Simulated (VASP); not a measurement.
## AlCu3: single point with LDA

AlCu3:

```
Al Cu
1.0
     3.49930    0.00000    0.00000
     0.00000    3.49930    0.00000
     0.00000    0.00000    3.49930
Al Cu
1 3
Direct
  0.00000 0.00000 0.00000
  0.50000 0.48930 0.00000
  0.50000 0.00000 0.50000
  0.00000 0.51070 0.50000
```

This cell differs from its parent crystal: atoms displaced along a vibrational mode, the cell strained.

| Quantity | Value |
| --- | --- |
| Program | VASP 6.6.1 |
| Task | single point |
| Functional | LDA |
| Potentials or basis | VASP PAW LDA potentials, release 64 (Al, Cu) |
| Cutoff | 520 eV |
| k mesh | 12 × 12 × 12 |
| Occupations | gaussian, width 0.15 eV |
| Spin | no spin polarisation |

The pressure is 16.0 GPa and the largest force is 0.342 eV/Å. The band gap on the k mesh is zero (bands 18 and 19 overlap by 6.06 eV).

Forces in eV/Å, atoms in the order of the input:
```
Al   0.000  0.000  0.000
Cu   0.000  0.342  0.000
Cu   0.000  0.000  0.000
Cu   0.000 -0.342  0.000
```

Levels at points of the mesh, in eV from the Fermi level:
| k point | band 16 | band 17 | band 18 | band 19 | band 20 | band 21 |
| --- | --- | --- | --- | --- | --- | --- |
| (0.00, 0.00, 0.00) | -2.27 | -0.42 | -0.42 | -0.40 | 4.84 | 4.86 |
| (0.50, 0.00, 0.00) | -2.77 | -2.26 | 4.07 | 4.08 | 4.15 | 4.19 |
| (0.00, 0.50, 0.00) | -2.77 | -2.27 | 4.08 | 4.08 | 4.19 | 4.19 |
| (0.50, 0.50, 0.00) | -3.09 | -2.60 | -1.26 | -1.26 | 6.77 | 6.80 |
| (0.50, 0.00, 0.50) | -3.08 | -2.60 | -1.27 | -1.27 | 6.81 | 6.81 |
| (0.50, 0.50, 0.50) | -2.48 | -2.47 | -2.47 | -1.79 | 1.87 | 2.08 |

Wall time 100 s on 1 thread of Intel(R) Xeon(R) 6975P-C (Granite Rapids) (shared host), peak memory 0.27 GiB.

Caveat: the cell differs from its parent crystal (atoms displaced along a vibrational mode, the cell strained); the cell stands under pressure.
